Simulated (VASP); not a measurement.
Runs of VASP 6.6.1 on Si. The structure is that of space group I4_1/amd (No. 141), or close to it. The cells are those of the table. 

```tsv
cell	gap on the mesh (eV)	pressure (GPa)
a = 3.588 Å, angles 97.3, 97.3, 138.3°, 2 atoms	none	(c)
a = 3.504 Å, angles 99.0, 99.0, 133.5°, 2 atoms	none	10.7
a = 3.627 Å, angles 98.4, 98.4, 135.2°, 2 atoms	none	(a)
a = 3.483 Å, angles 98.4, 98.4, 135.1°, 2 atoms	none	15.5
a = 3.714 Å, angles 96.8, 96.8, 139.8°, 2 atoms	none	-2.1
a = 3.696 Å, angles 96.3, 96.3, 141.4°, 2 atoms	none	(b)
a = 3.823 Å, angles 95.9, 95.9, 142.7°, 2 atoms	none	-3.4
a = 3.732 Å, angles 97.3, 97.3, 138.3°, 2 atoms	none	-6.0
```

Alike in all rows: task single point; level r2SCAN; potentials or basis VASP PAW PBE potentials, release 64 (Si); no spin polarisation; k mesh 20 × 20 × 20; cutoff (eV) 520; smearing gaussian 0.15 eV.

Q: Estimate the missing entries.

A: (a) -1.3; (b) 3.4; (c) 7.3.

Caveats: the PAW data sets were made with another functional, which shifts forces and pressure a little; the cell stands under pressure (at least some runs); the cell stands under tension (at least some runs).

A gap of «none» marks levels without a gap at the run's occupations.
